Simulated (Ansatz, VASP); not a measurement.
**BN: VASP beside Ansatz**

```xyz
4
Lattice="2.3307 0.0000 0.0000 -1.1653 2.1704 0.0000 0.0000 0.0000 6.5924" Properties=species:S:1:pos:R:3 pbc="T T T"
B     0.0000    0.0000    3.2962
B     0.0000    1.4469    0.0000
N     0.0000    0.0000    0.0000
N     1.1653    0.7235    3.2962
```

Change from the starting cell: mode 4 frozen in at +0.000 Å, normal strain along x -0.0700.

Alike in both runs: task single point; functional PBE; dispersion D3(BJ); k mesh 12 × 12 × 4; occupations methfessel-paxton of order 1, width 0.05 eV; no spin polarisation.

```csv
,VASP,Ansatz
version,VASP 6.6.1,Ansatz 0.2.0
potentials or method,"VASP PAW PBE potentials, release 64 (B, N), cutoff 520 eV","scalar-relativistic, plane waves, PAW"
valence electrons in the cell,16,16
```

```tsv
	VASP	Ansatz	Ansatz less VASP
gap on the k mesh at the Fermi level (eV)	4.32	4.33	+0.010
least direct gap on the mesh (eV)	4.80	4.80	+0.005
pressure (GPa)	32.3	32.3	-0.06
traceless stress, the component that is largest in VASP (GPa)	49.33	49.10	-0.228
rms of the force components (eV/Å)	0.803	0.803	-0.0005
```

Atom by atom the forces differ by 0.001 eV/Å (rms over components). Both programs put the cell under a high pressure, so it lies far from rest at this level.
